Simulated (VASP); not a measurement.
# Se (P3_121) in VASP: further runs, part 2 of 2

VASP 6.6.1.

## Step 3: Single point, PBEsol+D3(BJ) (22.40 Å³/atom)

This run uses another cell than the first one, of 22.40 Å³/atom.

Input file INCAR:

```
  PREC = Accurate
  ENCUT = 520
  EDIFF = 1E-7
  ISMEAR = 0
  SIGMA = 0.03
  LREAL = F
  LASPH = T
  NELM = 100
  ALGO = Normal
  ISIF = 2
  LWAVE = F
  LCHARG = F
  GGA = PS
  IVDW = 12
  NBANDS = 16
```

Input file KPOINTS:

```
regular mesh
0
Gamma
  12 12 8
```

Input file POSCAR:

```
Se
1.0
    3.9378793276      0.0000000000      0.0000000000
   -1.9689396638      3.4103035348      0.0000000000
    0.0000000000      0.0000000000      5.0038632616
Se
3
Direct
    0.2610773134      0.0000000000      0.3333333333
    0.0000000000      0.2610773134      0.6666666667
    0.7389226866      0.7389226866      0.0000000000
```

Potentials or basis: VASP PAW PBE potentials, release 64 (Se).

The run is started by

```
cat potpaw_PBE.64/Se/POTCAR > POTCAR
mpirun -np 1 vasp_std > vasp.out
```

OUTCAR:

```text
PREC = Accurate
   ENCUT = 520
   EDIFF = 1E-7
   ISMEAR = 0
   LREAL = F
   LASPH = T
   NELM = 100
   ISIF = 2
   GGA = PS
   IVDW = 12
 IVDW          = 12

 ion  position               nearest neighbor table
   1  0.261  0.000  0.333-   3 2.44   2 2.44
   2  0.000  0.261  0.667-   3 2.44   1 2.44
   3  0.739  0.739  0.000-   1 2.44   2 2.44

  LATTYP: Found a hexagonal cell.
 ALAT       =     3.9378793276
 C/A-ratio  =     1.2707000000

  Lattice vectors:

 A1 = (   3.9378793276,   0.0000000000,   0.0000000000)
 A2 = (  -1.9689396638,   3.4103035348,   0.0000000000)
 A3 = (   0.0000000000,   0.0000000000,   5.0038632616)

Analysis of symmetry for initial positions (statically):
=====================================================================
 Subroutine PRICEL returns:
 Original cell was already a primitive cell.

 Routine SETGRP: Setting up the symmetry group for a
 hexagonal supercell.

 Subroutine GETGRP returns: Found  6 space group operations
 (whereof  2 operations were pure point group operations)
 out of a pool of 24 trial point group operations.

The static configuration has the point symmetry C_2 .
 The point group associated with its full space group is D_3 .

Analysis of symmetry for dynamics (positions and initial velocities):
=====================================================================
 Subroutine PRICEL returns:
 Original cell was already a primitive cell.

 Routine SETGRP: Setting up the symmetry group for a
 hexagonal supercell.

 Subroutine GETGRP returns: Found  6 space group operations
 (whereof  2 operations were pure point group operations)
 out of a pool of 24 trial point group operations.

The dynamic configuration has the point symmetry C_2 .
 The point group associated with its full space group is D_3 .

 Subroutine INISYM returns: Found  6 space group operations
 (whereof  2 operations are pure point group operations),
[... 117 lines left out ...]
     AMIX     =   0.40;   BMIX     =  1.00
     AMIX_MAG =   1.60;   BMIX_MAG =  1.00
  volume/ion in A,a.u.               =      22.40       151.16
  Fermi-wavevector in a.u.,A,eV,Ry     =   1.055307  1.994241 15.152432  1.113672
  Thomas-Fermi vector in A             =   2.190500
   LORBIT       =      0    0 simple, 1 ext, 2 COOP (PROOUT), +10 PAW based schemes
   GGA     = PS    functional components
   LHFCALC =     F    Hartree Fock is set to
   AEXX    =    0.0000 exact exchange contribution
   IVDW    =    12    specifies the selected vdW correction
   LEPSILON=     F    determine dielectric tensor
   LRPA    =     F    only Hartree local field effects (RPA)
 non-spin polarized calculation
 Gauss-broadening in eV      SIGMA  =   0.03
  energy-cutoff  :      520.00
  volume of cell :       67.20
 maximum number of plane-waves:      1842
 NGX is ok and might be reduce to    30
   NGX = 15   NGY = 15   NGZ = 19

 number of electron      18.0000000 magnetization

 Free energy of the ion-electron system (eV)
  ---------------------------------------------------
  ext. energy  EPLUGINS =         0.00000000
  ---------------------------------------------------
  free energy    TOTEN  =       -11.51379900 eV

  energy without entropy =      -11.51379900  energy(sigma->0) =      -11.51379900

 E-fermi :   4.8598     XC(G=0): -10.0437

 val. band max:        4.6983851128   @ k =   0.3333   0.3333   0.5000
 cond. band min:       5.1717671409   @ k =   0.3333   0.3333   0.5000
 fundamental gap:      0.4733820281
 Fermi energy:         4.8597750178

 k-point     1 :       0.0000    0.0000    0.0000
  band No.  band energies     occupation
      1     -11.9321      2.00000
      2      -7.5256      2.00000
      3      -7.5256      2.00000
      4       0.6591      2.00000
      5       1.1595      2.00000
      6       1.1595      2.00000
[... 433 lines left out ...]
      3      -6.6842      2.00000
      4      -0.4613      2.00000
      5       0.0775      2.00000
      6       0.8204      2.00000
[... 8 lines left out ...]
     15      12.5262      0.00000
     16      13.0676      0.00000

 [... further k-points ...]

------------------------ aborting loop because EDIFF is reached ----------------------------------------

 Edisp (eV)   -1.00760

 E8    (eV) :    -0.6359

  FORCE on cell =-STRESS in cart. coord.  units (eV):
  Direction    XX          YY          ZZ          XY          YZ          ZX
  --------------------------------------------------------------------------------------
  -------------------------------------------------------------------------------------
  Total       0.14530     0.14530     1.05250     0.00000     0.00000    -0.00000
  in kB       3.46436     3.46436    25.09407     0.00000     0.00000    -0.00000
  external pressure =       10.67 kB  Pullay stress =        0.00 kB

 VOLUME and BASIS-vectors are now :
 -----------------------------------------------------------------------------
  energy-cutoff  :      520.00
  volume of cell :       67.20
      direct lattice vectors                 reciprocal lattice vectors
     3.937879328  0.000000000  0.000000000     0.253943790  0.146614515  0.000000000
    -1.968939664  3.410303535  0.000000000     0.000000000  0.293229031  0.000000000
     0.000000000  0.000000000  5.003863262     0.000000000  0.000000000  0.199845589

 POSITION                                       TOTAL-FORCE (eV/Angst)
 -----------------------------------------------------------------------------------
      1.02809      0.00000      1.66795         0.054357      0.000000      0.000000
     -0.51405      0.89035      3.33591        -0.027179      0.047075     -0.000000
      1.45489      2.51995      0.00000        -0.027179     -0.047075     -0.000000
 -----------------------------------------------------------------------------------
    total drift:                                0.000000      0.000001      0.000000

  FREE ENERGIE OF THE ION-ELECTRON SYSTEM (eV)
  ---------------------------------------------------
  free  energy   TOTEN  =       -12.5213975451 eV

  energy  without entropy=      -12.5213975451  energy(sigma->0) =      -12.52139755
```

OSZICAR:

```text
N       E                     dE             d eps       ncg     rms          rms(c)
DAV:   1     0.775507308217E+02    0.77551E+02   -0.75072E+03  4192   0.958E+02
DAV:   2    -0.698655541191E+01   -0.84537E+02   -0.80006E+02  5632   0.158E+02
DAV:   3    -0.115486522216E+02   -0.45621E+01   -0.45437E+01  5152   0.408E+01
DAV:   4    -0.115755802716E+02   -0.26928E-01   -0.26922E-01  5528   0.367E+00
DAV:   5    -0.115757256940E+02   -0.14542E-03   -0.14542E-03  5304   0.266E-01    0.768E+00
DAV:   6    -0.115307910177E+02    0.44935E-01   -0.23652E-02  5248   0.984E-01    0.470E+00
DAV:   7    -0.115144405399E+02    0.16350E-01   -0.47543E-02  4896   0.135E+00    0.166E-01
DAV:   8    -0.115137666206E+02    0.67392E-03   -0.70504E-03  4560   0.514E-01    0.967E-02
DAV:   9    -0.115137962918E+02   -0.29671E-04   -0.17613E-04  6128   0.881E-02    0.325E-02
DAV:  10    -0.115137989849E+02   -0.26931E-05   -0.17930E-05  5032   0.282E-02    0.498E-03
DAV:  11    -0.115137991735E+02   -0.18863E-06   -0.39003E-06  5968   0.120E-02    0.330E-03
DAV:  12    -0.115137990378E+02    0.13564E-06   -0.86782E-07  4904   0.577E-03    0.776E-04
DAV:  13    -0.115137989975E+02    0.40299E-07   -0.98684E-08  3712   0.186E-03
   1 F= -.12521398E+02 E0= -.12521398E+02  d E =-.160574E-16
```

stdout:

```text
POSCAR found type information on POSCAR Se
 POSCAR found :  1 types and       3 ions
 scaLAPACK will be used
 -----------------------------------------------------------------------------
|                                                                             |
|                                                                             |
|     You enforced a specific xc type in the INCAR file but a different       |
|     I HOPE YOU KNOW WHAT YOU ARE DOING!                                     |
|                                                                             |
 -----------------------------------------------------------------------------

 LDA part: xc-table for (Slater+PW92), standard interpolation
 POSCAR, INCAR and KPOINTS ok, starting setup
 FFT: planning ... GRIDC
 FFT: planning ... GRID_SOFT
 FFT: planning ... GRID
 WAVECAR not read
 entering main loop
```

Wall time 3 min (1 thread of Oxide Virtual Turin-like, shared host); peak memory 0.23 GiB.

What came out:

```yaml
Free_energy: -12.5214 eV
Pressure: 1.1 GPa
Largest_force: 0.054 eV/Å
Band_gap_on_the_k_mesh: 0.47 eV
Dispersion_energy_per_atom: -0.336 eV
```

Forces on the atoms (eV/Å):
```
Se   0.054  0.000  0.000
Se  -0.027  0.047  0.000
Se  -0.027 -0.047  0.000
```

Caveat: semilocal functionals underestimate gaps, and a narrow one can read as zero; the PAW data sets were made with another functional, which shifts forces and pressure a little. A k mesh can miss the band edges.

## Step 4: Single point, PBEsol+D3(BJ) (22.40 Å³/atom)

This run uses another cell than the first one, of 22.40 Å³/atom.

Input file INCAR:

```
  ALGO = Normal
  EDIFF = 1E-6
  ENCUT = 520
  GGA = PS
  ISIF = 2
  ISMEAR = 0
  IVDW = 12
  LASPH = T
  LCHARG = F
  LREAL = F
  LWAVE = F
  NBANDS = 16
  NELM = 100
  PREC = Accurate
  SIGMA = 0.03
```

Input file KPOINTS:

```
k-points
0
Gamma
  12 12 8
```

Input file POSCAR:

```
Se
1.0
    3.9910358134      0.0000000000      0.0000000000
   -1.9955179067      3.4563384018      0.0000000000
    0.0000000000      0.0000000000      4.8714583138
Se
3
Direct
    0.2610773134      0.0000000000      0.3333333333
    0.0000000000      0.2610773134      0.6666666667
    0.7389226866      0.7389226866      0.0000000000
```

The run is started by

```
cat potpaw_PBE.64/Se/POTCAR > POTCAR
mpirun -np 1 vasp_std > vasp.out
```

It took 2.4 min on 1 thread of Oxide Virtual Turin-like, shared host; peak memory 0.22 GiB.

It converged, with:

```yaml
Free_energy: -12.4874 eV
Pressure: 1.9 GPa
Largest_force: 0.084 eV/Å
Band_gap_on_the_k_mesh: 0.23 eV (least direct gap 0.77 eV)
Dispersion_energy_per_atom: -0.336 eV
```

Forces in eV/Å, atoms in the order of the input:
```
Se   0.084  0.000  0.000
Se  -0.042  0.073  0.000
Se  -0.042 -0.073  0.000
```

Stress tensor (GPa, compression positive):
```
0.65 0.00 0.00
0.00 0.65 0.00
0.00 0.00 4.48
```

Levels at points of the mesh, in eV from the valence-band top:
| k point | band 5 | band 6 | band 7 | band 8 | band 9 | band 10 | band 11 | band 12 | band 13 | band 14 |
| --- | --- | --- | --- | --- | --- | --- | --- | --- | --- | --- |
| (0.00, 0.00, 0.00) | -3.78 | -3.78 | -2.46 | -2.46 | -1.17 | 1.32 | 1.32 | 1.56 | 6.05 | 6.05 |
| (0.50, 0.00, 0.00) | -5.59 | -4.63 | -4.17 | -1.61 | -1.19 | 1.12 | 1.18 | 3.54 | 4.46 | 8.34 |
| (0.00, 0.00, 0.50) | -3.71 | -3.71 | -1.80 | -1.80 | -1.76 | 0.23 | 0.23 | 0.51 | 5.29 | 6.15 |
| (0.50, 0.00, 0.50) | -4.83 | -4.80 | -3.18 | -2.57 | -0.02 | 1.41 | 2.55 | 2.86 | 5.77 | 7.04 |

Caveat: semilocal functionals underestimate gaps, and a narrow one can read as zero; the PAW data sets were made with another functional, which shifts forces and pressure a little. A k mesh can miss the band edges.

## Step 5: Single point, PBEsol+D3(BJ)

This run uses another cell than the first one, of 22.40 Å³/atom.

Input file INCAR:

```
SYSTEM = Se
PREC = Accurate ; ENCUT = 520
EDIFF = 1E-7 ; ISMEAR = 0
SIGMA = 0.03 ; LREAL = .FALSE.
LASPH = .TRUE. ; NELM = 100
ALGO = Normal ; ISIF = 2
LWAVE = .FALSE. ; LCHARG = .TRUE.
GGA = PS ; IVDW = 12
LELF = .TRUE. ; LVHAR = .TRUE.
NBANDS = 16
```

Input file KPOINTS:

```
Automatic mesh
0
G
  12 12 8
  0 0 0
```

Input file POSCAR:

```
Se
1.0
    3.8854949922      0.0000000000      0.0000000000
   -1.9427474961      3.3649373695      0.0000000000
    0.0000000000      0.0000000000      5.1396971945
Se
3
Direct
    0.2610773134      0.0000000000      0.3333333333
    0.0000000000      0.2610773134      0.6666666667
    0.7389226866      0.7389226866      0.0000000000
```

The run is started by

```
cat potpaw_PBE.64/Se/POTCAR > POTCAR
mpirun -np 1 vasp_std > vasp.out
```

Wall time 2.5 min (1 thread of Oxide Virtual Turin-like, shared host); peak memory 0.23 GiB.

The run converged. Its results:

```yaml
Free_energy: -12.5346 eV
Pressure: 0.1 GPa
Largest_force: 0.027 eV/Å
Band_gap_on_the_k_mesh: 0.20 eV
Dispersion_energy_per_atom: -0.336 eV
```

Forces on the atoms (eV/Å):
```
Se   0.027  0.000  0.000
Se  -0.014  0.024  0.000
Se  -0.014 -0.024  0.000
```

Stress tensor (GPa, compression positive):
```
0.10 0.00 0.00
0.00 0.10 0.00
0.00 0.00 0.24
```

Levels at points of the mesh, in eV from the valence-band top:
```csv
k point,band 5,band 6,band 7,band 8,band 9,band 10,band 11,band 12,band 13,band 14
"(0.00, 0.00, 0.00)",-3.38,-3.38,-2.03,-2.03,-0.84,1.29,1.29,2.03,6.11,6.11
"(0.50, 0.00, 0.00)",-5.44,-4.30,-4.29,-1.43,-1.02,1.11,1.26,3.65,4.42,8.99
"(0.00, 0.00, 0.50)",-3.20,-3.20,-1.59,-1.30,-1.30,0.64,0.68,0.68,5.01,6.67
"(0.50, 0.00, 0.50)",-4.56,-4.48,-2.94,-2.48,-0.27,0.95,2.34,3.06,5.61,6.70
```

Caveat: semilocal functionals underestimate gaps, and a narrow one can read as zero; the PAW data sets were made with another functional, which shifts forces and pressure a little.

## Step 6: Single point, PBEsol+D3(BJ) (23.00 Å³/atom)

This run uses another cell than the first one, of 23.00 Å³/atom.

Input file INCAR:

```
  PREC = Accurate
  ENCUT = 520
  EDIFF = 1E-6
  ISMEAR = 0
  SIGMA = 0.03
  LREAL = False
  LASPH = True
  NELM = 60
  ALGO = Normal
  ISIF = 2
  LWAVE = False
  LCHARG = False
  GGA = PS
  IVDW = 12
  NBANDS = 16
```

Input file KPOINTS:

```
regular mesh
0
Gamma
  12 12 8
```

Input file POSCAR:

```
Se
1.0
    3.9725825090      0.0000000000      0.0000000000
   -1.9862912545      3.4403573715      0.0000000000
    0.0000000000      0.0000000000      5.0479605942
Se
3
Direct
    0.2610773134      0.0000000000      0.3333333333
    0.0000000000      0.2610773134      0.6666666667
    0.7389226866      0.7389226866      0.0000000000
```

Potentials or basis: VASP PAW PBE potentials, release 64 (Se).

The run is started by

```
cat potpaw_PBE.64/Se/POTCAR > POTCAR
mpirun -np 1 vasp_std > vasp.out
```

Wall time 2.3 min (1 thread of Oxide Virtual Turin-like, shared host); peak memory 0.23 GiB.

It converged, with:

* Free energy: -12.5217 eV
* Pressure: -1.0 GPa
* Largest force: 0.114 eV/Å
* Band gap on the k mesh: 0.46 eV
* Dispersion energy per atom: -0.327 eV

Forces on the atoms (eV/Å):
```
Se  -0.114  0.000  0.000
Se   0.057 -0.099  0.000
Se   0.057  0.099  0.000
```

Stress tensor (GPa, compression positive):
```
-1.40  0.00  0.00
 0.00 -1.40  0.00
 0.00  0.00 -0.11
```

Levels at points of the mesh, in eV from the valence-band top:
| k point | band 5 | band 6 | band 7 | band 8 | band 9 | band 10 | band 11 | band 12 | band 13 | band 14 |
| --- | --- | --- | --- | --- | --- | --- | --- | --- | --- | --- |
| (0.00, 0.00, 0.00) | -3.46 | -3.46 | -2.11 | -2.11 | -0.90 | 1.32 | 1.32 | 1.82 | 6.20 | 6.20 |
| (0.50, 0.00, 0.00) | -5.29 | -4.28 | -4.04 | -1.40 | -1.02 | 1.16 | 1.26 | 3.76 | 4.37 | 8.68 |
| (0.00, 0.00, 0.50) | -3.30 | -3.30 | -1.57 | -1.44 | -1.44 | 0.52 | 0.52 | 0.65 | 5.28 | 6.54 |
| (0.50, 0.00, 0.50) | -4.51 | -4.46 | -2.89 | -2.37 | -0.09 | 1.22 | 2.45 | 2.96 | 5.78 | 6.94 |

Caveat: semilocal functionals underestimate gaps, and a narrow one can read as zero; the PAW data sets were made with another functional, which shifts forces and pressure a little. A k mesh can miss the band edges.

## Step 7: Overview

```tsv
cell	gap on the mesh (eV)	pressure (GPa)	largest force (eV/Å)
a = 3.955, b = 3.955, c = 4.828 Å, angles 90.0, 90.0, 120.0°, 3 atoms	0.18	4.4	0.28
a = 3.938, b = 3.938, c = 5.004 Å, angles 90.0, 90.0, 120.0°, 3 atoms	0.47	1.1	0.05
a = 3.991, b = 3.991, c = 4.871 Å, angles 90.0, 90.0, 120.0°, 3 atoms	0.23	1.9	0.08
a = 3.885, b = 3.885, c = 5.140 Å, angles 90.0, 90.0, 120.0°, 3 atoms	0.20	0.1	0.03
a = 3.973, b = 3.973, c = 5.048 Å, angles 90.0, 90.0, 120.0°, 3 atoms	0.46	-1.0	0.11
```

Alike in all rows: task single point; level PBEsol+D3(BJ); potentials or basis VASP PAW PBE potentials, release 64 (Se); no spin polarisation; k mesh 12 × 12 × 8; cutoff (eV) 520; smearing gaussian 0.03 eV.

Caveats: semilocal functionals underestimate gaps, and a narrow one can read as zero; the PAW data sets were made with another functional, which shifts forces and pressure a little; the cell stands under pressure (at least some runs).

Absolute energies hang on the potentials; compare differences alone.
